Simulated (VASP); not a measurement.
Set up this calculation in VASP 6.6.1, as the native input.

- Task: single point
- Functional: r2SCAN
- Potentials or basis: VASP PAW PBE potentials, release 64 (Cs_sv, H)
- Cutoff: 520 eV
- k mesh: 8 × 8 × 8
- Occupations: fermi-dirac, width 0.02 eV
- Spin: no spin polarisation
- Dipole correction: no
- Further INCAR settings: ALGO = Normal; EDIFF = 1e-06; NBANDS = 12

The system is CsH.

```
Cs H
1.0
     0.00000    3.14491    3.14491
     3.14491    0.00000    3.14491
     3.14491    3.14491    0.00000
Cs H
1 1
Direct
  0.00000 0.00000 0.00000
  0.50000 0.50000 0.50000
```

One way to write it, as run:

POSCAR

```
CsH
1.0
    0.0000000000      3.1449136400      3.1449136400
    3.1449136400      0.0000000000      3.1449136400
    3.1449136400      3.1449136400      0.0000000000
Cs H
1 1
Direct
    0.0000000000      0.0000000000      0.0000000000
    0.5000000000      0.5000000000      0.5000000000
```

INCAR.step1

```
PREC = Accurate ; ENCUT = 520
ISMEAR = -1 ; SIGMA = 0.02
LREAL = False ; LASPH = True
NELM = 60 ; NBANDS = 12
GGA = PE ; ALGO = Normal
EDIFF = 1E-4 ; LWAVE = True
LCHARG = False
```

INCAR.step2

```
PREC = Accurate ; ENCUT = 520
EDIFF = 1E-6 ; ISMEAR = -1
SIGMA = 0.02 ; LREAL = False
LASPH = True ; NELM = 60
ALGO = Normal ; ISIF = 2
LWAVE = False ; LCHARG = True
METAGGA = R2SCAN ; LMIXTAU = True
LELF = True ; LVHAR = True
NBANDS = 12 ; ISTART = 1
```

KPOINTS

```
regular mesh
0
Gamma
  8 8 8
```

Potentials or basis: VASP PAW PBE potentials, release 64 (Cs_sv, H).

Run with:

```bash
$ cat potpaw_PBE.64/Cs_sv/POTCAR potpaw_PBE.64/H/POTCAR > POTCAR
$ cp INCAR.step1 INCAR
$ mpirun -np 1 vasp_std > vasp.out
$ cp INCAR.step2 INCAR
$ mpirun -np 1 vasp_std > vasp.out
```

It gave:

- Pressure: 0.5 GPa
- Band gap on the k mesh: 2.61 eV, direct

Caveat: the PAW data sets were made with another functional, which shifts forces and pressure a little; spin-orbit coupling is left out, which moves the levels of the heavy elements.

It took 83 s on 1 thread of Intel(R) Xeon(R) Platinum 8259CL CPU @ 2.50GHz (Skylake/Cascade Lake) (shared host), peak memory 0.22 GiB.
